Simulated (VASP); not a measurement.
# Sn4O7 (a cell with a defect) in VASP: further runs

Sn4O7 (a cell with a defect) is run at these levels: LDA; tasks: single point.

Everything below comes from runs of VASP 6.6.1. Logs are shortened: lines on timing, memory, paths and dates and some standing lists are left out, and cuts for length are marked.

### 1 The cell of the first run

The cell holds a defect, 11 atoms: a = 5.614 Å, b = 5.614 Å, c = 5.811 Å, α = 90.00°, β = 118.88°, γ = 90.00°.

### 2 Single point, LDA

The input, INCAR:

```
ALGO = Normal ; EDIFF = 1E-6
ENCUT = 520 ; GGA = CA
ISIF = 2 ; ISMEAR = 0
LASPH = True ; LCHARG = False
LREAL = False ; LWAVE = False
NBANDS = 60 ; NELECT = 96.0
NELM = 100 ; PREC = Accurate
SIGMA = 0.05
```

The input, KPOINTS:

```
k-points
0
Gamma
  6 4 6
```

The input, POSCAR:

```
Sn4O7
1.0
    3.9697699592     -3.9697699592      0.0000000000
    3.9697699592      3.9697699592      0.0000000000
   -1.9848849796      1.9848849796      5.0882634188
Sn O
4 7
Direct
    1.0000000000      0.2500000000      0.5000000000
    0.5000000000      0.7500000000      0.5000000000
    0.5000000000      0.5000000000      0.0000000000
    0.0000000000      0.0000000000      0.0000000000
    0.7970126936      0.0000000000      0.5940253873
    0.1877039492      0.3097262398      0.7559554189
    0.7029873064      0.7500000000      0.9059746127
    0.7029873064      0.5000000000      0.4059746127
    0.2029873064      0.0000000000      0.4059746127
    0.7970126936      0.2500000000      0.0940253873
    0.2970126936      0.7500000000      0.0940253873
```

Potentials or basis: VASP PAW LDA potentials, release 64 (Sn_d, O).

On the command line:

```bash
$ cat potpaw_LDA.64/Sn_d/POTCAR potpaw_LDA.64/O/POTCAR > POTCAR
$ mpirun -np 1 vasp_std > vasp.out
```

OUTCAR:

```text
EDIFF = 1E-6
   ENCUT = 520
   GGA = CA
   ISIF = 2
   ISMEAR = 0
   LASPH = True
   LREAL = False
   NELECT = 96.0
   NELM = 100
   PREC = Accurate

 ion  position               nearest neighbor table
   1  0.000  0.250  0.500-   6 1.39   8 2.04   5 2.04   9 2.04  10 2.07   3 3.23   3 3.23   4 3.23
                             4 3.23
   2  0.500  0.750  0.500-   5 2.04   9 2.04   8 2.04   7 2.07  11 2.07   4 3.23   4 3.23   3 3.23
                             3 3.23
   3  0.500  0.500  0.000-   6 1.96  10 2.04   7 2.04  11 2.04   8 2.07   1 3.23   1 3.23   2 3.23
                             2 3.23
   4  0.000  0.000  0.000-   7 2.04  11 2.04  10 2.04   5 2.07   9 2.07   6 2.75   2 3.23   2 3.23
                             1 3.23   1 3.23
   5  0.797  0.000  0.594-   2 2.04   1 2.04   4 2.07
   6  0.188  0.310  0.756-   1 1.39   3 1.96   4 2.75
   7  0.703  0.750  0.906-   4 2.04   3 2.04   2 2.07
   8  0.703  0.500  0.406-   1 2.04   2 2.04   3 2.07
   9  0.203  0.000  0.406-   2 2.04   1 2.04   4 2.07
  10  0.797  0.250  0.094-   3 2.04   4 2.04   1 2.07
  11  0.297  0.750  0.094-   4 2.04   3 2.04   2 2.07

 -----------------------------------------------------------------------------
|                                                                             |
|           W    W    AA    RRRRR   N    N  II  N    N   GGGG   !!!           |
|           W    W   A  A   R    R  NN   N  II  NN   N  G    G  !!!           |
|           W    W  A    A  R    R  N N  N  II  N N  N  G       !!!           |
|           W WW W  AAAAAA  RRRRR   N  N N  II  N  N N  G  GGG   !            |
|           WW  WW  A    A  R   R   N   NN  II  N   NN  G    G                |
|           W    W  A    A  R    R  N    N  II  N    N   GGGG   !!!           |
|                                                                             |
|     The distance between some ions is very small. Please check the          |
|     nearest-neighbor list in the OUTCAR file.                               |
|     I HOPE YOU KNOW WHAT YOU ARE DOING!                                     |
|                                                                             |
 -----------------------------------------------------------------------------

  LATTYP: Found a base centered orthorhombic cell.
 ALAT       =     5.6141025158
 B/A-ratio  =     1.8126720716
 C/A-ratio  =     1.0000000000

  Lattice vectors:

 A1 = (  -1.9848849796,   1.9848849796,  -5.0882634188)
 A2 = (  -1.9848849796,   1.9848849796,   5.0882634188)
 A3 = (   3.9697699592,   3.9697699592,   0.0000000000)

Analysis of symmetry for initial positions (statically):
=====================================================================
 Subroutine PRICEL returns:
 Original cell was already a primitive cell.

 Routine SETGRP: Setting up the symmetry group for a
 base centered orthorhombic supercell.

 Subroutine GETGRP returns: Found  1 space group operations
 (whereof  1 operations were pure point group operations)
 out of a pool of  8 trial point group operations.

The static configuration has the point symmetry C_1 .

Analysis of symmetry for dynamics (positions and initial velocities):
=====================================================================
 Subroutine PRICEL returns:
 Original cell was already a primitive cell.

 Routine SETGRP: Setting up the symmetry group for a
 base centered orthorhombic supercell.

 Subroutine GETGRP returns: Found  1 space group operations
 (whereof  1 operations were pure point group operations)
 out of a pool of  8 trial point group operations.

The dynamic configuration has the point symmetry C_1 .

 Subroutine INISYM returns: Found  1 space group operations
 (whereof  1 operations are pure point group operations),
 and found     1 'primitive' translations

----------------------------------------------------------------------------------------

                                     Primitive cell

  volume of cell :     160.3726

  direct lattice vectors                    reciprocal lattice vectors
     3.969769959 -3.969769959  0.000000000     0.125951883 -0.125951883  0.098265353
     3.969769959  3.969769959  0.000000000     0.125951883  0.125951883  0.000000000
    -1.984884980  1.984884980  5.088263419     0.000000000  0.000000000  0.196530706

  length of vectors
     5.614102516  5.614102516  5.811192768     0.203430167  0.178122861  0.196530706

[... 40 lines left out ...]
     0.000000000  0.000000000  0.032755118     0.000000000  0.000000000  0.166666667

  Length of vectors
     0.033905028  0.044530715  0.032755118

  Shift w.r.t. Gamma in fractional coordinates (k-lattice)
     0.000000000  0.000000000  0.000000000

 Subroutine IBZKPT returns following result:
 ===========================================

 Found     76 irreducible k-points:

 Following reciprocal coordinates:
            Coordinates               Weight
  0.000000  0.000000  0.000000      1.000000
  0.166667  0.000000  0.000000      2.000000
  0.166667  0.000000 -0.166667      2.000000
  0.333333  0.000000  0.000000      2.000000
  0.333333  0.000000 -0.333333      2.000000
  0.500000  0.000000  0.000000      1.000000
[... 16 lines left out ...]
  0.333333  0.500000 -0.333333      2.000000
  0.500000  0.500000  0.000000      1.000000
 [... further k-points ...]
   k-points           NKPTS =     76   k-points in BZ     NKDIM =     76   number of bands    NBANDS=     60
   number of dos      NEDOS =    301   number of ions     NIONS =     11
   total plane-waves  NPLWV =  84672
   dimension x,y,z NGX =    42 NGY =   42 NGZ =   48
   dimension x,y,z NGXF=    84 NGYF=   84 NGZF=   96
   ions per type =               4   7
   NGX,Y,Z   is equivalent  to a cutoff of  12.44, 12.44, 13.73 a.u.
   NGXF,Y,Z  is equivalent  to a cutoff of  24.87, 24.87, 27.46 a.u.
 SYSTEM =  unknown system
   PREC   = accura    normal or accurate (medium, high low for compatibility)
   ISTART =      0    job   : 0-new  1-cont  2-samecut
   ICHARG =      2    charge: 1-file 2-atom 10-const
   ISPIN  =      1    spin polarized calculation?
   LNONCOLLINEAR =      F non collinear calculations
   LSORBIT =      F    spin-orbit coupling
   LASPH  =      T    aspherical Exc in radial PAW
   ENCUT  =  520.0 eV  38.22 Ry    6.18 a.u.  10.44 10.44 10.80*2*pi/ulx,y,z
   NELM   =    100;   NELMIN=  2; NELMDL= -5     # of ELM steps
   EDIFF  = 0.1E-05   stopping-criterion for ELM
   LREAL  =      F    real-space projection
   EDIFFG = 0.1E-04   stopping-criterion for IOM
   NSW    =      0    number of steps for IOM
   IBRION =     -1    ionic relax: 0-MD 1-quasi-New 2-CG
   NFREE  =      0    steps in history (QN), initial steepest desc. (CG)
   ISIF   =      2    stress and relaxation
   ISYM   =      2    0-nonsym 1-usesym 2-fastsym
   POTIM  = 0.5000    time-step for ionic-motion
   TEBEG  =    0.0;   TEEND  =   0.0 temperature during run
   PSTRESS=    0.0 pullay stress
   NELECT =      96.0000    total number of electrons
   NUPDOWN=      -1.0000    fix difference up-down
   EMIN   =  10.00;   EMAX   =-10.00  energy-range for DOS
   EFERMI =   0.00;   METHOD = LEGACY
   ISMEAR =     0;   SIGMA  =   0.05  broadening in eV -4-tet -1-fermi 0-gaus
   EFERMI_NEDOS =   21; number of points for ismear=-14 and -15
   IALGO  =     38    algorithm
   IMIX   =      4    mixing-type and parameters
     AMIX     =   0.40;   BMIX     =  1.00
     AMIX_MAG =   1.60;   BMIX_MAG =  1.00
  volume/ion in A,a.u.               =      14.58        98.39
  Fermi-wavevector in a.u.,A,eV,Ry     =   1.379712  2.607278 25.900127  1.903606
  Thomas-Fermi vector in A             =   2.504656
   LORBIT       =      0    0 simple, 1 ext, 2 COOP (PROOUT), +10 PAW based schemes
   GGA     = CA    functional components
   LHFCALC =     F    Hartree Fock is set to
   AEXX    =    0.0000 exact exchange contribution
   IVDW    =     0    specifies the selected vdW correction
   LEPSILON=     F    determine dielectric tensor
   LRPA    =     F    only Hartree local field effects (RPA)
 non-spin polarized calculation
 Gauss-broadening in eV      SIGMA  =   0.05
  energy-cutoff  :      520.00
  volume of cell :      160.37
 maximum number of plane-waves:      4352
 NGX is ok and might be reduce to    42
   NGX = 21   NGY = 21   NGZ = 21

 number of electron      96.0000002 magnetization

 Free energy of the ion-electron system (eV)
  ---------------------------------------------------
  ext. energy  EPLUGINS =         0.00000000
  ---------------------------------------------------
  free energy    TOTEN  =       -75.83728083 eV

  energy without entropy =      -75.83728083  energy(sigma->0) =      -75.83728083

 E-fermi :   3.9948     XC(G=0): -10.3897

 val. band max:        3.6687454737   @ k =   0.0000   0.0000   0.1667
 cond. band min:       4.2317978232   @ k =   0.0000   0.0000   0.0000
 fundamental gap:      0.5630523495
 Fermi energy:         3.9947549620

 k-point     1 :       0.0000    0.0000    0.0000
  band No.  band energies     occupation
      1     -20.9840      2.00000
      2     -16.6547      2.00000
      3     -16.6199      2.00000
      4     -16.4545      2.00000
      5     -16.3013      2.00000
      6     -16.2546      2.00000
[... 1501 lines left out ...]
     59      13.5064      0.00000
     60      13.6250      0.00000

 [... further k-points ...]

------------------------ aborting loop because EDIFF is reached ----------------------------------------

  FORCE on cell =-STRESS in cart. coord.  units (eV):
  Direction    XX          YY          ZZ          XY          YZ          ZX
  --------------------------------------------------------------------------------------
  -------------------------------------------------------------------------------------
  Total      -13.2168955    -22.6708711     32.5450617      0.0672346      0.0433036     18.7431996
  in kB     -132.0412946   -226.4897362    325.1362685      0.6716966      0.4326182    187.2509582
  external PRESSURE =     -11.1315875 kB  Pullay stress =       0.0000000 kB

 VOLUME and BASIS-vectors are now :
 -----------------------------------------------------------------------------
  energy-cutoff  :      520.00
  volume of cell :      160.37
      direct lattice vectors                 reciprocal lattice vectors
     3.969769959 -3.969769959  0.000000000     0.125951883 -0.125951883  0.098265353
     3.969769959  3.969769959  0.000000000     0.125951883  0.125951883  0.000000000
    -1.984884980  1.984884980  5.088263419     0.000000000  0.000000000  0.196530706

 POSITION                                       TOTAL-FORCE (eV/Angst)
 -----------------------------------------------------------------------------------
      0.00000      1.98488      2.54413       -16.900089      0.071668    -42.778176
      3.96977      1.98488      2.54413         2.835727     -0.099018     -0.328435
      3.96977      0.00000      0.00000         1.353142      0.110598      2.360016
      0.00000      0.00000      0.00000        -1.080207     -0.090352     -0.415723
      1.98488     -1.98488      3.02256         0.359897      0.005796      1.048382
      0.47420      1.98488      3.84650        16.159862     -0.031681     42.569406
      3.96977      1.98488      4.60984        -2.359569      0.006898     -1.224179
      3.96977     -0.00000      2.06571        -0.534183      1.114434     -0.507766
      0.00000     -0.00000      2.06571        -0.081389     -1.047288     -0.510358
      3.96977     -1.98488      0.47843         0.331717     -0.174924      0.094306
      3.96977      1.98488      0.47843        -0.084908      0.133868     -0.307473
 -----------------------------------------------------------------------------------
    total drift:                               -0.000494     -0.000126     -0.000853

  FREE ENERGIE OF THE ION-ELECTRON SYSTEM (eV)
  ---------------------------------------------------
  free  energy   TOTEN  =       -75.8372808298 eV

  energy  without entropy=      -75.8372808298  energy(sigma->0) =      -75.83728083
```

Run time: 9.6 min. Hardware: 1 thread of Intel Xeon Platinum 8488C (Sapphire Rapids), shared host; peak memory 0.58 GiB.

What came out:

- Free energy: -75.8373 eV
- Largest force: 45.996 eV/Å

Forces in eV/Å, atoms in the order of the input:
```
Sn  -16.900   0.072 -42.778
Sn    2.836  -0.099  -0.328
Sn    1.353   0.111   2.360
Sn   -1.080  -0.090  -0.416
O     0.360   0.006   1.048
O    16.160  -0.032  42.569
O    -2.360   0.007  -1.224
O    -0.534   1.114  -0.508
O    -0.081  -1.047  -0.510
O     0.332  -0.175   0.094
O    -0.085   0.134  -0.307
```

Levels at points of the mesh, in eV from the Fermi level:
```csv
k point,band 44,band 45,band 46,band 47,band 48,band 49,band 50,band 51,band 52,band 53
"(0.00, 0.00, 0.00)",-1.05,-1.00,-0.73,-0.70,-0.36,0.24,3.40,4.72,5.78,6.29
"(0.50, 0.00, 0.00)",-1.25,-1.07,-0.86,-0.80,-0.41,1.77,3.03,4.22,5.27,6.09
"(0.50, 0.00, 0.50)",-1.32,-1.09,-1.03,-0.73,-0.47,2.01,3.03,3.87,5.56,6.55
"(0.00, 0.50, 0.00)",-1.37,-1.14,-1.01,-0.82,-0.45,1.80,2.74,4.31,5.67,6.24
"(0.50, 0.50, 0.00)",-1.18,-1.06,-1.01,-0.91,-0.63,2.03,3.21,4.51,5.45,6.13
"(0.50, 0.50, 0.50)",-1.12,-1.08,-1.03,-0.88,-0.64,2.20,3.19,3.94,5.52,6.25
"(0.00, 0.00, 0.50)",-1.24,-1.01,-0.79,-0.63,-0.37,2.15,2.80,4.46,5.90,6.11
"(0.00, 0.50, 0.50)",-1.08,-0.94,-0.85,-0.71,-0.46,2.04,3.39,3.71,5.19,6.36
```

Caveat: the cell carries a net charge on a neutralising background, which shifts energy and pressure; the cell differs from its parent crystal (atoms taken out, atom 6 moved 0.333 of the way to it and -0.300 Å across, host rigid); the cell is charged against a uniform background, so pressure and absolute levels hang on convention; atoms lie so close that the PAW spheres overlap strongly, which falsifies energies and pressures; spin-orbit coupling is left out, which moves the levels of the heavy elements.

(Part 1 of 3 ends here.)
